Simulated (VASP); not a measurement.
Input of a VASP 6.6.1 run:

File INCAR:

```
PREC = Accurate
ENCUT = 520
EDIFF = 1E-7
ISMEAR = 0
SIGMA = 0.01
LREAL = False
LASPH = True
NELM = 60
ALGO = Normal
ISIF = 2
LWAVE = False
LCHARG = False
LDIPOL = True
IDIPOL = 3
DIPOL = 0.5 0.5 0.289
GGA = PE
IVDW = 12
NBANDS = 18
```

KPOINTS

```
Automatic mesh
0
Gamma
  12 12 1
```

The input POSCAR:

```
P
1.0
    3.2568236342      0.0000000000      0.0000000000
   -1.6284118171      2.8204920029      0.0000000000
    0.0000000000      0.0000000000     34.6378032000
P
4
Direct
    0.6666666667      0.3333333333      0.2405960193
    0.3333333333      0.6666666667      0.2047083685
    0.0000000000      0.0000000000      0.3368078040
    0.3333333333      0.6666666667      0.3726954549
```

Potentials or basis: VASP PAW PBE potentials, release 64 (P).

Run with:

```sh
$ cat potpaw_PBE.64/P/POTCAR > POTCAR
$ mpirun -np 1 vasp_std > vasp.out
```

Problem. What does it give for the dispersion energy per atom?

Solution. -0.265 eV.

Problem. Predict the largest force.

Solution. 0.092 eV/Å.

Problem. Estimate the band gap on the k mesh.

Solution. 1.25 eV (least direct gap 1.81 eV).

Forces on the atoms (eV/Å):
```
P    0.000  0.000 -0.092
P    0.000  0.000  0.090
P    0.000  0.000  0.092
P    0.000  0.000 -0.090
```
